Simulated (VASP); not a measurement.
Wanted: the native input for a VASP 6.6.1 run.

* Task: single point
* Functional: PBE
* Potentials or basis: VASP PAW PBE potentials, release 64 (La)
* Cutoff: 520 eV
* k mesh: 18 × 18 × 18
* Occupations: fermi-dirac, width 0.0612256 eV
* Spin: no spin polarisation
* Dipole correction: no
* Further INCAR settings: ALGO = Normal; EDIFF = 1e-06; NBANDS = 12

The structure of La lies in POSCAR:

```
La
1.0
   -2.0712438905      2.0712438905      2.0712438905
    2.0712438905     -2.0712438905      2.0712438905
    2.0712438905      2.0712438905     -2.0712438905
La
1
Direct
    0.0000000000      0.0000000000      0.0000000000
```

This isn't the form of La at room conditions, which is double hcp.

These files were run (other wordings do the same):

INCAR

```
SYSTEM = La
PREC     = Accurate       ! precision mode
ENCUT    = 520            ! plane-wave cutoff, eV
EDIFF    = 1E-6           ! SCF threshold, eV
ISMEAR   = -1             ! smearing method
SIGMA    = 0.06122561905347299 ! smearing width, eV
LREAL    = .False.        ! projectors in reciprocal space
LASPH    = .True.         ! aspherical terms in the spheres
NELM     = 100            ! most SCF steps
ALGO     = Normal         ! electronic algorithm
ISIF     = 2              ! what is computed and relaxed
LWAVE    = .False.        ! write WAVECAR
LCHARG   = .False.        ! write CHGCAR
GGA      = PE             ! functional
NBANDS   = 12             ! bands
```

KPOINTS

```
Automatic mesh
0
Gamma
  18 18 18
  0 0 0
```

Potentials or basis: VASP PAW PBE potentials, release 64 (La).

Run with:

```console
$ cat potpaw_PBE.64/La/POTCAR > POTCAR
$ mpirun -np 1 vasp_std > vasp.out
```

It gave:

```yaml
Pressure: 1.8 GPa
Band_gap_on_the_k_mesh: zero (an odd number of electrons rules out a gap without spin polarisation)
```

Caveat: spin-orbit coupling is left out, which moves the levels of the heavy elements.

Run time: 68 s on 1 thread of Intel(R) Xeon(R) Platinum 8488C (Sapphire Rapids), with other jobs on the host, peak memory 0.24 GiB.
